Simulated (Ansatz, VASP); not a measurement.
**Ti2B2Os in VASP and in Ansatz**

```
Ti B Os
1.0
     4.13960    0.00000    0.00000
     0.00000    4.13960    0.00000
     0.00000    0.00000    5.44772
Ti B Os
2 2 1
Cartesian
  0.0000 2.0698 2.7239
  2.0698 0.0000 2.7239
  0.0000 0.0000 1.9319
  0.0000 0.0000 3.5159
  0.0000 0.0000 0.0000
```

Alike in both runs: task single point; functional PBE; k mesh 4 × 4 × 4; occupations gaussian, width 0.1 eV; collinear spin.

```csv
,VASP,Ansatz
version,VASP 6.6.1,Ansatz 0.2.0
potentials or method,"VASP PAW PBE potentials, release 64 (Ti_sv, B, Os), cutoff 520 eV","scalar-relativistic, plane waves, PAW"
valence electrons in the cell,38,46
```

|  | VASP | Ansatz | Ansatz less VASP |
| --- | --- | --- | --- |
| gap on the k mesh at the Fermi level (eV) | none | none | - |
| pressure (GPa) | 0.9 | 0.6 | -0.30 |
| traceless stress, the component that is largest in VASP (GPa) | 0.94 | 0.62 | -0.320 |
| rms of the force components (eV/Å) | 0.084 | 0.055 | -0.0295 |
| net moment per atom (μB) | 0.14 | 0.15 | +0.003 |
| size of the moment on the site where the two differ most (μB) | 1.11 | 0.61 | -0.506 |

Site moments also hang on the region over which each program counts them. Atom by atom the forces differ by 0.030 eV/Å (rms over components). A gap of «none» marks a metal or a gap that the smearing closes. VASP's potentials hold 38 valence electrons a cell and Ansatz's 46, so a difference there can come from the potentials and not from the codes. Ansatz's warnings: seeded moment not kept.

The k mesh is coarse, so the values compare programs but aren't converged. Spin-orbit coupling is off throughout.
